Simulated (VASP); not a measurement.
Wanted: the native input for a VASP 6.6.1 run.

```yaml
Task: single point
Functional: PBE
Potentials_or_basis: VASP PAW PBE potentials, release 64 (Hf_pv, C)
Cutoff: 520 eV
k_mesh: 6 × 6 × 4
Occupations: gaussian, width 0.1 eV
Spin: no spin polarisation
Dipole_correction: no
Further_INCAR_settings: ALGO = Normal; EDIFF = 1e-06; NBANDS = 30
```

The structure of Hf4C lies in POSCAR:

```
Hf4C
1.0
    4.9956528300      0.0000000000      0.0000000000
   -2.4978264200      4.3263622600      0.0000000000
    0.0000000000      0.0000000000      5.0163694800
Hf C
4 1
Direct
    0.5000000000      0.0000000000      0.0000000000
    0.0000000000      0.5000000000      0.0000000000
    0.5000000000      0.5000000000      0.0000000000
    0.0000000000      0.0000000000      0.0000000000
    0.0000000000      0.0000000000      0.5000000000
```

The cell was generated, and may not be a known phase.

These files were run (other wordings do the same):

INCAR

```
SYSTEM = Hf4C
ALGO = Normal ; EDIFF = 1E-6
ENCUT = 520 ; GGA = PE
ISIF = 2 ; ISMEAR = 0
LASPH = .TRUE. ; LCHARG = .FALSE.
LREAL = .FALSE. ; LWAVE = .FALSE.
NBANDS = 30 ; NELM = 100
PREC = Accurate ; SIGMA = 0.1
```

KPOINTS

```
k-points
0
G
  6 6 4
  0 0 0
```

Potentials or basis: VASP PAW PBE potentials, release 64 (Hf_pv, C).

Launch:

```sh
$ cat potpaw_PBE.64/Hf_pv/POTCAR potpaw_PBE.64/C/POTCAR > POTCAR
$ mpirun -np 1 vasp_std > vasp.out
```

It gave:

* Pressure: 34.7 GPa
* Band gap on the k mesh: zero (bands 22 and 23 overlap by 1.70 eV)

Caveat: the stress differs along the axes, from -21 to 62 GPa; spin-orbit coupling is left out, which moves the levels of the heavy elements.

Wall time 34 s on 1 thread of Intel(R) Xeon(R) 6975P-C (Granite Rapids), with other jobs on the host, peak memory 0.26 GiB.
